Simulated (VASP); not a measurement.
Here is a VASP 6.6.1 calculation.

Contents of INCAR:

```
SYSTEM = Li
PREC = Accurate ; ENCUT = 600
EDIFF = 1E-6 ; ISMEAR = 1
SIGMA = 0.1 ; LREAL = .False.
LASPH = .True. ; NELM = 80
ALGO = Normal ; ISIF = 3
LWAVE = .False. ; LCHARG = .False.
GGA = B5 ; ALDAX = 1.0
AGGAX = 1.0 ; AGGAC = 1.0
ALDAC = 0.0 ; IVDW = 12
VDW_S6 = 1.0 ; VDW_S8 = 2.6996
VDW_A1 = 0.4298 ; VDW_A2 = 4.2359
IBRION = 2 ; NSW = 50
EDIFFG = -0.01
```

KPOINTS

```
Automatic mesh
0
Gamma
  9 9 5
  0 0 0
```

File POSCAR:

```
Li
1.0
    3.1110000000      0.0000000000      0.0000000000
   -1.5555000000      2.6942050312      0.0000000000
    0.0000000000      0.0000000000      5.0930000000
Li
2
Direct
    0.3333333333      0.6666666667      0.2500000000
    0.6666666667      0.3333333333      0.7500000000
```

Potentials or basis: VASP PAW PBE potentials, release 64 (Li_sv).

Command:

```sh
$ cat potpaw_PBE.64/Li_sv/POTCAR > POTCAR
$ mpirun -np 1 vasp_std > vasp.out
```

Predict the space group after relaxing (to 0.05 Å).

P6_3/mmc (No. 194).

Predict the dispersion energy per atom.

-0.494 eV.

Estimate the band gap on the k mesh.

zero (band 3 reaches 4.50 eV, above the bottom of band 4 at -0.38 eV).

Step by step:
| step | energy change (eV) | largest force (eV/Å) | pressure (GPa) | volume (Å³) |
| --- | --- | --- | --- | --- |
| 1 | 0.0000 | 0.0000 | -3.47 | 42.69 |
| 2 | -0.0589 | 0.0000 | -3.08 | 39.90 |
| 3 | -0.1536 | 0.0000 | -1.31 | 33.56 |
| 4 | 0.0426 | 0.0000 | 9.68 | 22.95 |
| 5 | -0.1640 | 0.0000 | -0.35 | 31.63 |
| 6 | -0.1646 | 0.0000 | -0.01 | 31.04 |
| 7 | -0.1646 | 0.0000 | -0.14 | 31.25 |
| 8 | -0.1646 | 0.0000 | -0.13 | 31.24 |
| 9 | -0.1646 | 0.0000 | -0.14 | 31.23 |
| 10 | -0.1646 | 0.0000 | -0.11 | 31.21 |
| 11 | -0.1646 | 0.0000 | -0.06 | 31.13 |

Caveat: the cutoff is under 1.25 times the usual one of these potentials, so pressure, stress and relaxed cells hold a basis-set (Pulay) error; the volume moved by over 15 % at a fixed basis, so the end points are rough; the PAW data sets were made with another functional, which shifts forces and pressure a little; the volume moved by -27 % from the deposited cell, more than functionals usually miss; pairwise dispersion overbinds metals, which lowers pressure and volume.
